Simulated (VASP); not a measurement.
Write the native input for VASP 6.6.1 that does the following.

```yaml
Task: single point
Functional: BLYP
Dispersion: D3(BJ)
Potentials_or_basis: VASP PAW PBE potentials, release 64 (Mg, B)
Cutoff: 520 eV
k_mesh: 9 × 9 × 9
Occupations: fermi-dirac, width 0.05 eV
Spin: no spin polarisation
Dipole_correction: no
Further_INCAR_settings: ALGO = Normal; EDIFF = 1e-06; NBANDS = 10
```

The structure of MgB lies in POSCAR:

```
MgB
1.0
    2.8225038216      0.0000000000      0.0000000000
    0.0000000000      2.8225038216      0.0000000000
    0.0000000000      0.0000000000      2.8225038216
Mg B
1 1
Direct
    0.0000000000      0.0000000000      0.0000000000
    0.5000000000      0.5000000000      0.5000000000
```

The input as run:

INCAR

```
SYSTEM = MgB
PREC = Accurate ; ENCUT = 520
EDIFF = 1E-6 ; ISMEAR = -1
SIGMA = 0.05 ; LREAL = .FALSE.
LASPH = .TRUE. ; NELM = 60
ALGO = Normal ; ISIF = 2
LWAVE = .FALSE. ; LCHARG = .TRUE.
GGA = B5 ; ALDAX = 1.0
AGGAX = 1.0 ; AGGAC = 1.0
ALDAC = 0.0 ; IVDW = 12
VDW_S6 = 1.0 ; VDW_S8 = 2.6996
VDW_A1 = 0.4298 ; VDW_A2 = 4.2359
LELF = .TRUE. ; LVHAR = .TRUE.
NBANDS = 10
```

KPOINTS

```
Automatic mesh
0
G
  9 9 9
  0 0 0
```

Potentials or basis: VASP PAW PBE potentials, release 64 (Mg, B).

Launch:

```console
$ cat potpaw_PBE.64/Mg/POTCAR potpaw_PBE.64/B/POTCAR > POTCAR
$ mpirun -np 1 vasp_std > vasp.out
```

It gave:

```json
{"Pressure": "-0.2 GPa", "Dispersion energy per atom": "-0.691 eV"}
```

Caveat: the PAW data sets were made with another functional, which shifts forces and pressure a little; pairwise dispersion overbinds metals, which lowers pressure and volume.

Run time: 12 s on 1 thread of Intel(R) Xeon(R) 6975P-C (Granite Rapids), with other jobs on the host, peak memory 0.15 GiB.
